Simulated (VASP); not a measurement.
# SiC (Moissanite 3C) (F-43m) in VASP: a series of runs

Aim: see how the results for SiC (Moissanite 3C) move with the level of theory and the settings. Levels: PBE, revPBE+D3(BJ). Tasks: single point, relaxation of cell and atoms.

Program: VASP 6.6.1. These are calculated values, not measurements. Logs are shortened: lines on timing, memory, paths and dates and some standing lists are left out, and cuts for length are marked.

**Measured values to compare with.**

“Insight into the structural, elastic and electronic properties of a new orthorhombic 6O-SiC polytype”, 2020, pmc:7200658 quotes, for a bulk crystal of SiC: band gap 2.4 eV (indirect).

The runs below are set against these values where they give the same quantity.

### Step 1. The cell of the first run

The structure is cubic, space group F-43m (No. 216). Conventional cell: a = 4.380 Å, b = 4.380 Å, c = 4.380 Å, α = 90.00°, β = 90.00°, γ = 90.00°. Si (site symmetry -43m) has 4 C at 1.90 Å within 2.5 Å. Within 2.5 Å of C (site symmetry -43m) lie 4 Si at 1.90 Å.

### Step 2. Single point, PBE

INCAR

```
SYSTEM = SiC
PREC = Accurate ; ENCUT = 600
EDIFF = 1E-6 ; ISMEAR = 0
SIGMA = 0.01 ; LREAL = .FALSE.
LASPH = .TRUE. ; NELM = 120
ALGO = Normal ; ISIF = 2
LWAVE = .FALSE. ; LCHARG = .TRUE.
GGA = PE ; LELF = .TRUE.
LVHAR = .TRUE. ; NBANDS = 11
GGA_COMPAT = .FALSE.
```

KPOINTS

```
regular mesh
0
G
  7 7 7
  0 0 0
```

POSCAR

```
SiC
1.0
    0.0000000000      2.1897783612      2.1897783612
    2.1897783612      0.0000000000      2.1897783612
    2.1897783612      2.1897783612      0.0000000000
Si C
1 1
Direct
    0.0000000000      0.0000000000      0.0000000000
    0.2500000000      0.2500000000      0.2500000000
```

Potentials or basis: VASP PAW PBE potentials, release 64 (Si, C).

Run with:

```sh
$ cat potpaw_PBE.64/Si/POTCAR potpaw_PBE.64/C/POTCAR > POTCAR
$ mpirun -np 1 vasp_std > vasp.out
```

OUTCAR:

```text
SYSTEM = SiC
   PREC = Accurate
   ENCUT = 600
   EDIFF = 1E-6
   ISMEAR = 0
   LREAL = .FALSE.
   LASPH = .TRUE.
   NELM = 120
   ISIF = 2
   GGA = PE

 ion  position               nearest neighbor table
   1  0.000  0.000  0.000-   2 1.90   2 1.90   2 1.90   2 1.90
   2  0.250  0.250  0.250-   1 1.90   1 1.90   1 1.90   1 1.90

  LATTYP: Found a face centered cubic cell.
 ALAT       =     4.3795567224

  Lattice vectors:

 A1 = (   0.0000000000,   2.1897783612,   2.1897783612)
 A2 = (   2.1897783612,   0.0000000000,   2.1897783612)
 A3 = (   2.1897783612,   2.1897783612,   0.0000000000)

Analysis of symmetry for initial positions (statically):
=====================================================================
 Subroutine PRICEL returns:
 Original cell was already a primitive cell.

 Routine SETGRP: Setting up the symmetry group for a
 face centered cubic supercell.

 Subroutine GETGRP returns: Found 24 space group operations
 (whereof 24 operations were pure point group operations)
 out of a pool of 48 trial point group operations.

The static configuration has the point symmetry T_d .

Analysis of symmetry for dynamics (positions and initial velocities):
=====================================================================
 Subroutine PRICEL returns:
 Original cell was already a primitive cell.

 Routine SETGRP: Setting up the symmetry group for a
 face centered cubic supercell.

 Subroutine GETGRP returns: Found 24 space group operations
 (whereof 24 operations were pure point group operations)
 out of a pool of 48 trial point group operations.

The dynamic configuration has the point symmetry T_d .

 Subroutine INISYM returns: Found 24 space group operations
 (whereof 24 operations are pure point group operations),
 and found     1 'primitive' translations

----------------------------------------------------------------------------------------

                                     Primitive cell

  volume of cell :      21.0005

  direct lattice vectors                    reciprocal lattice vectors
     0.000000000  2.189778361  2.189778361    -0.228333611  0.228333611  0.228333611
     2.189778361  0.000000000  2.189778361     0.228333611 -0.228333611  0.228333611
     2.189778361  2.189778361  0.000000000     0.228333611  0.228333611 -0.228333611

  length of vectors
     3.096814257  3.096814257  3.096814257     0.395485415  0.395485415  0.395485415

  position of ions in fractional coordinates (direct lattice)
     0.000000000  0.000000000  0.000000000
     0.250000000  0.250000000  0.250000000

  ion indices of the primitive-cell ions
   primitive index   ion index
                 1           1
                 2           2

----------------------------------------------------------------------------------------

 KPOINTS: regular mesh

Automatic generation of k-mesh.
 Grid dimensions read from file:
 generate k-points for:    7    7    7

 Generating k-lattice:

  Cartesian coordinates                     Fractional coordinates (reciprocal lattice)
    -0.032619087  0.032619087  0.032619087     0.142857143  0.000000000  0.000000000
     0.032619087 -0.032619087  0.032619087     0.000000000  0.142857143  0.000000000
     0.032619087  0.032619087 -0.032619087     0.000000000  0.000000000  0.142857143

  Length of vectors
     0.056497916  0.056497916  0.056497916

  Shift w.r.t. Gamma in fractional coordinates (k-lattice)
     0.000000000  0.000000000  0.000000000

 Subroutine IBZKPT returns following result:
 ===========================================

 Found     20 irreducible k-points:

 Following reciprocal coordinates:
            Coordinates               Weight
  0.000000  0.000000  0.000000      1.000000
  0.142857  0.000000  0.000000      8.000000
  0.285714  0.000000  0.000000      8.000000
  0.428571  0.000000  0.000000      8.000000
  0.142857  0.142857  0.000000      6.000000
  0.285714  0.142857  0.000000     24.000000
[... 12 lines left out ...]
 -0.428571  0.428571  0.142857     24.000000
 -0.285714  0.428571  0.142857     24.000000
   k-points           NKPTS =     20   k-points in BZ     NKDIM =     20   number of bands    NBANDS=     11
   number of dos      NEDOS =    301   number of ions     NIONS =      2
   total plane-waves  NPLWV =  21952
   dimension x,y,z NGX =    28 NGY =   28 NGZ =   28
   dimension x,y,z NGXF=    56 NGYF=   56 NGZF=   56
   ions per type =               1   1
   NGX,Y,Z   is equivalent  to a cutoff of  15.03, 15.03, 15.03 a.u.
   NGXF,Y,Z  is equivalent  to a cutoff of  30.06, 30.06, 30.06 a.u.
 SYSTEM =  SiC
   PREC   = accura    normal or accurate (medium, high low for compatibility)
   ISTART =      0    job   : 0-new  1-cont  2-samecut
   ICHARG =      2    charge: 1-file 2-atom 10-const
   ISPIN  =      1    spin polarized calculation?
   LNONCOLLINEAR =      F non collinear calculations
   LSORBIT =      F    spin-orbit coupling
   LASPH  =      T    aspherical Exc in radial PAW
   ENCUT  =  600.0 eV  44.10 Ry    6.64 a.u.   6.19  6.19  6.19*2*pi/ulx,y,z
   NELM   =    120;   NELMIN=  2; NELMDL= -5     # of ELM steps
   EDIFF  = 0.1E-05   stopping-criterion for ELM
   LREAL  =      F    real-space projection
   EDIFFG = 0.1E-04   stopping-criterion for IOM
   NSW    =      0    number of steps for IOM
   IBRION =     -1    ionic relax: 0-MD 1-quasi-New 2-CG
   NFREE  =      0    steps in history (QN), initial steepest desc. (CG)
   ISIF   =      2    stress and relaxation
   ISYM   =      2    0-nonsym 1-usesym 2-fastsym
   POTIM  = 0.5000    time-step for ionic-motion
   TEBEG  =    0.0;   TEEND  =   0.0 temperature during run
   PSTRESS=    0.0 pullay stress
   NELECT =       8.0000    total number of electrons
   NUPDOWN=      -1.0000    fix difference up-down
   EMIN   =  10.00;   EMAX   =-10.00  energy-range for DOS
   EFERMI =   0.00;   METHOD = LEGACY
   ISMEAR =     0;   SIGMA  =   0.01  broadening in eV -4-tet -1-fermi 0-gaus
   EFERMI_NEDOS =   21; number of points for ismear=-14 and -15
   IALGO  =     38    algorithm
   IMIX   =      4    mixing-type and parameters
     AMIX     =   0.40;   BMIX     =  1.00
     AMIX_MAG =   1.60;   BMIX_MAG =  1.00
  volume/ion in A,a.u.               =      10.50        70.86
  Fermi-wavevector in a.u.,A,eV,Ry     =   1.186756  2.242643 19.162298  1.408389
  Thomas-Fermi vector in A             =   2.322922
   LORBIT       =      0    0 simple, 1 ext, 2 COOP (PROOUT), +10 PAW based schemes
   GGA     = PE    functional components
   LHFCALC =     F    Hartree Fock is set to
   AEXX    =    0.0000 exact exchange contribution
   IVDW    =     0    specifies the selected vdW correction
   LEPSILON=     F    determine dielectric tensor
   LRPA    =     F    only Hartree local field effects (RPA)
 non-spin polarized calculation
 Gauss-broadening in eV      SIGMA  =   0.01
  energy-cutoff  :      600.00
  volume of cell :       21.00
 maximum number of plane-waves:       725
 NGX is ok and might be reduce to    28
   NGX = 13   NGY = 13   NGZ = 13

 number of electron       8.0000000 magnetization

 Free energy of the ion-electron system (eV)
  ---------------------------------------------------
  ext. energy  EPLUGINS =         0.00000000
  ---------------------------------------------------
  free energy    TOTEN  =       -15.05887404 eV

  energy without entropy =      -15.05887404  energy(sigma->0) =      -15.05887404

 E-fermi :   8.0525     XC(G=0): -11.2909

 val. band max:        7.9437415985   @ k =   0.0000   0.0000   0.0000
 cond. band min:       9.5484353319   @ k =   0.4286   0.4286   0.0000
 fundamental gap:      1.6046937335
 Fermi energy:         8.0524837637

 k-point     1 :       0.0000    0.0000    0.0000
  band No.  band energies     occupation
      1      -7.3449      2.00000
      2       7.9437      2.00000
      3       7.9437      2.00000
      4       7.9437      2.00000
      5      14.0034      0.00000
      6      15.1473      0.00000
      7      15.1473      0.00000
      8      15.1473      0.00000
      9      22.3626      0.00000
     10      22.3626      0.00000
     11      24.1941      0.00000

 k-point     2 :       0.1429    0.0000    0.0000
  band No.  band energies     occupation
      1      -6.9522      2.00000
      2       6.0975      2.00000
      3       7.6904      2.00000
      4       7.6904      2.00000
      5      14.2314      0.00000
      6      15.5725      0.00000
      7      15.5725      0.00000
      8      15.8561      0.00000
      9      21.0009      0.00000
     10      21.0009      0.00000
     11      23.7119      0.00000

 k-point     3 :       0.2857    0.0000    0.0000
  band No.  band energies     occupation
      1      -5.8176      2.00000
      2       2.8611      2.00000
      3       7.2304      2.00000
      4       7.2304      2.00000
      5      13.6592      0.00000
      6      15.6785      0.00000
      7      15.6785      0.00000
      8      17.4811      0.00000
      9      21.3647      0.00000
     10      21.3647      0.00000
     11      22.9118      0.00000

 k-point     4 :       0.4286    0.0000    0.0000
  band No.  band energies     occupation
      1      -4.2418      2.00000
      2       0.0575      2.00000
      3       6.9343      2.00000
      4       6.9343      2.00000
      5      13.2898      0.00000
      6      15.1944      0.00000
      7      15.1944      0.00000
      8      17.9122      0.00000
      9      23.7016      0.00000
     10      24.0631      0.00000
     11      24.0631      0.00000
[... 183 lines left out ...]
 k-point    18 :      -0.4286    0.2857    0.1429
  band No.  band energies     occupation
      1      -3.3749      2.00000
      2       0.8342      2.00000
      3       3.8423      2.00000
      4       5.4860      2.00000
      5      13.0810      0.00000
      6      15.4676      0.00000
      7      17.5646      0.00000
      8      18.9355      0.00000
      9      21.1741      0.00000
     10      24.0765      0.00000
     11      27.8201      0.00000

 k-point    19 :      -0.4286    0.4286    0.1429
  band No.  band energies     occupation
      1      -2.8113      2.00000
      2       1.0613      2.00000
      3       3.7340      2.00000
      4       4.2105      2.00000
      5      11.5661      0.00000
      6      14.4488      0.00000
      7      18.4786      0.00000
      8      21.1288      0.00000
      9      21.4902      0.00000
     10      25.4858      0.00000
     11      29.1313      0.00000

 k-point    20 :      -0.2857    0.4286    0.1429
  band No.  band energies     occupation
      1      -2.3753      2.00000
      2       0.9084      2.00000
      3       2.5662      2.00000
      4       4.3922      2.00000
      5      12.6097      0.00000
      6      16.4173      0.00000
      7      17.9864      0.00000
      8      18.7639      0.00000
      9      21.3943      0.00000
     10      24.4376      0.00000
     11      29.1534      0.00000

------------------------ aborting loop because EDIFF is reached ----------------------------------------

  FORCE on cell =-STRESS in cart. coord.  units (eV):
  Direction    XX          YY          ZZ          XY          YZ          ZX
  --------------------------------------------------------------------------------------
  -------------------------------------------------------------------------------------
  Total       -0.0188787     -0.0188787     -0.0188787      0.0000000      0.0000000      0.0000000
  in kB       -1.4402991     -1.4402991     -1.4402991      0.0000000      0.0000000      0.0000000
  external PRESSURE =      -1.4402991 kB  Pullay stress =       0.0000000 kB

 VOLUME and BASIS-vectors are now :
 -----------------------------------------------------------------------------
  energy-cutoff  :      600.00
  volume of cell :       21.00
      direct lattice vectors                 reciprocal lattice vectors
     0.000000000  2.189778361  2.189778361    -0.228333611  0.228333611  0.228333611
     2.189778361  0.000000000  2.189778361     0.228333611 -0.228333611  0.228333611
     2.189778361  2.189778361  0.000000000     0.228333611  0.228333611 -0.228333611

 POSITION                                       TOTAL-FORCE (eV/Angst)
 -----------------------------------------------------------------------------------
      0.00000      0.00000      0.00000        -0.000000     -0.000000     -0.000000
      1.09489      1.09489      1.09489         0.000000      0.000000      0.000000
 -----------------------------------------------------------------------------------
    total drift:                               -0.000000     -0.000000     -0.000000

  FREE ENERGIE OF THE ION-ELECTRON SYSTEM (eV)
  ---------------------------------------------------
  free  energy   TOTEN  =       -15.0588740421 eV

  energy  without entropy=      -15.0588740421  energy(sigma->0) =      -15.05887404
```

Run time: 14 s. Hardware: 1 thread of Intel Xeon 8259CL, shared host; peak memory 0.15 GiB.

What came out:

| Item | Value |
| --- | --- |
| Free energy | -15.0589 eV |
| Pressure | -0.1 GPa |
| Band gap on the k mesh | 1.60 eV, indirect (least direct gap 4.65 eV) |

### Step 3. Single point, revPBE+D3(BJ)

This run uses another cell than the first one, of 10.17 Å³/atom, 0.969 times its volume.

INCAR

```
  ALGO = Normal
  EDIFF = 1E-6
  ENCUT = 600
  GGA = RE
  GGA_COMPAT = False
  ISIF = 2
  ISMEAR = 0
  IVDW = 12
  LASPH = True
  LCHARG = False
  LREAL = False
  LWAVE = False
  NBANDS = 11
  NELM = 120
  PREC = Accurate
  SIGMA = 0.01
```

KPOINTS

```
k-points
0
Gamma
  7 7 7
```

POSCAR

```
SiC
1.0
    0.0000000000      2.1666841234      2.1666841234
    2.1666841234      0.0000000000      2.1666841234
    2.1666841234      2.1666841234      0.0000000000
Si C
1 1
Direct
    0.0000000000      0.0000000000      0.0000000000
    0.2500000000      0.2500000000      0.2500000000
```

Potentials or basis: VASP PAW PBE potentials, release 64 (Si, C).

Run with:

```sh
$ cat potpaw_PBE.64/Si/POTCAR potpaw_PBE.64/C/POTCAR > POTCAR
$ mpirun -np 1 vasp_std > vasp.out
```

Run time: 7.7 s. Hardware: 1 thread of Intel Xeon 8259CL, shared host; peak memory 0.14 GiB.

The run converged. Its results:

```yaml
Free_energy: -15.6460 eV
Pressure: -0.5 GPa
Band_gap_on_the_k_mesh: 1.59 eV, indirect (least direct gap 4.69 eV)
Dispersion_energy_per_atom: -0.610 eV
```

Levels at points of the mesh, in eV from the valence-band top:
| k point | band 1 | band 2 | band 3 | band 4 | band 5 | band 6 | band 7 | band 8 |
| --- | --- | --- | --- | --- | --- | --- | --- | --- |
| (0.00, 0.00, 0.00) | -15.55 | 0.00 | 0.00 | 0.00 | 6.44 | 7.46 | 7.46 | 7.46 |

Caveat: the PAW data sets were made with another functional, which shifts forces and pressure a little.

(Continued in part 2 of 2.)
